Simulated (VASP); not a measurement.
Sn3Se:

```
CELL_PARAMETERS angstrom
4.77328 0.00000 0.00000
0.00000 4.77328 0.00000
0.00000 0.00000 4.77328
ATOMIC_POSITIONS crystal
Sn 0.50000 0.50000 0.00000
Sn 0.50000 0.00000 0.50000
Sn 0.00000 0.50000 0.50000
Se 0.00000 0.00000 0.00000
```

Base run:

- Program: VASP 6.6.1
- Functional: r2SCAN
- Potentials or basis: VASP PAW PBE potentials, release 64 (Sn_d, Se)
- Cutoff: 520 eV
- k mesh: 6 × 6 × 6
- Occupations: fermi-dirac, width 0.05 eV
- Spin: no spin polarisation

Its results: band gap on the k mesh zero (band 24 reaches 8.91 eV, above the bottom of band 25 at 6.54 eV); pressure -1.5 GPa.

Problem. The run is repeated on the same cell with these changes: functional from r2SCAN to PBEsol. What comes out?

Solution. Band gap on the k mesh zero (band 24 reaches 8.78 eV, above the bottom of band 25 at 6.56 eV); pressure -3.5 GPa.

Caveats: the PAW data sets were made with another functional, which shifts forces and pressure a little; spin-orbit coupling is left out, which moves the levels of the heavy elements.
